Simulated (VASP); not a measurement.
The system is Cs3Pt.

```xyz
4
Lattice="5.7777 0.0000 0.0000 0.0000 5.7777 0.0000 0.0000 0.0000 5.7777" Properties=species:S:1:pos:R:3 pbc="T T T"
Cs    0.0000    0.0000    2.8888
Cs    0.0000    2.8888    0.0000
Cs    2.8888    0.0000    0.0000
Pt    2.8888    2.8888    2.8888
```

```yaml
Program: VASP 6.6.1
Task: relaxation of cell and atoms
Functional: LDA
Potentials_or_basis: VASP PAW LDA potentials, release 64 (Cs_sv, Pt)
Cutoff: 600 eV
k_mesh: 4 × 4 × 4
Occupations: methfessel-paxton, width 0.05 eV
Spin: no spin polarisation
```

At the start: pressure -2.4 GPa; volume 48.22 Å³/atom.

Where does the relaxation end?

Over 5 steps the energy falls by 121.2 meV/atom and the volume is 36.07 Å³/atom (-25.2 %); space group Pm-3m (No. 221, to 0.1 Å) before and after.

Step by step:
```tsv
step	energy change (eV)	largest force (eV/Å)	pressure (GPa)	volume (Å³)
1	0.0000	0.0000	-2.37	192.87
2	-0.2636	0.0000	-1.97	173.63
3	-0.4732	0.0000	-0.62	149.82
4	-0.4823	0.0000	0.32	141.59
5	-0.4847	0.0000	-0.02	144.27
```

Final structure:
```
CELL_PARAMETERS angstrom
5.24477 0.00000 0.00000
0.00000 5.24477 0.00000
0.00000 0.00000 5.24477
ATOMIC_POSITIONS crystal
Cs 0.00000 0.00000 0.50000
Cs 0.00000 0.50000 0.00000
Cs 0.50000 0.00000 0.00000
Pt 0.50000 0.50000 0.50000
```

Caveat: the volume moved by over 15 % at a fixed basis, so the end points are rough.
